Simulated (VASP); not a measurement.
Input of a VASP 6.6.1 run:

Contents of INCAR:

```
SYSTEM = MnAl2
PREC     = Accurate       ! precision mode
ENCUT    = 500            ! plane-wave cutoff, eV
EDIFF    = 1E-7           ! SCF threshold, eV
ISMEAR   = 0              ! smearing method
SIGMA    = 0.0215         ! smearing width, eV
LREAL    = .False.        ! projectors in reciprocal space
LASPH    = .True.         ! aspherical terms in the spheres
NELM     = 120            ! most SCF steps
ALGO     = Normal         ! electronic algorithm
ISIF     = 3              ! what is computed and relaxed
LWAVE    = .False.        ! write WAVECAR
LCHARG   = .False.        ! write CHGCAR
GGA      = PE             ! functional
IBRION   = 2              ! ionic algorithm
NSW      = 60             ! ionic steps
EDIFFG   = -0.01          ! ionic threshold
GGA_COMPAT= .False.      
NELMIN   = 4
```

The input KPOINTS:

```
regular mesh
0
Gamma
  5 5 5
  0 0 0
```

The input POSCAR:

```
MnAl2
1.0
    0.0000000000      2.9269140000      2.9269140000
    2.9269140000      0.0000000000      2.9269140000
    2.9269140000      2.9269140000      0.0000000000
Mn Al
1 2
Direct
    0.0000000000      0.0000000000      0.0000000000
    0.2500000000      0.2500000000      0.2500000000
    0.7500000000      0.7500000000      0.7500000000
```

Potentials or basis: VASP PAW PBE potentials, release 64 (Mn_pv, Al).

Command:

```sh
$ cat potpaw_PBE.64/Mn_pv/POTCAR potpaw_PBE.64/Al/POTCAR > POTCAR
$ mpirun -np 1 vasp_std > vasp.out
```

Question: Predict the space group after relaxing (to 0.1 Å).

Answer: Fm-3m (No. 225).

Question: What does it give for the relaxed cell?

Answer: a = 4.077 Å, b = 4.077 Å, c = 4.077 Å, α = 60.00°, β = 60.00°, γ = 60.00°.

Final structure:
```
Mn Al
1.0
     0.00000    2.88254    2.88254
     2.88254    0.00000    2.88254
     2.88254    2.88254    0.00000
Mn Al
1 2
Direct
  0.00000 0.00000 0.00000
  0.25000 0.25000 0.25000
  0.75000 0.75000 0.75000
```

Caveat: the k points lie up to 0.38 Å⁻¹ apart in the final cell, too coarse for converged energies and pressures of a metal; the run has no spin polarisation, though such a crystal can be magnetic. Spin polarisation is off, so any magnetic state and its effect on volume and gap are missing.
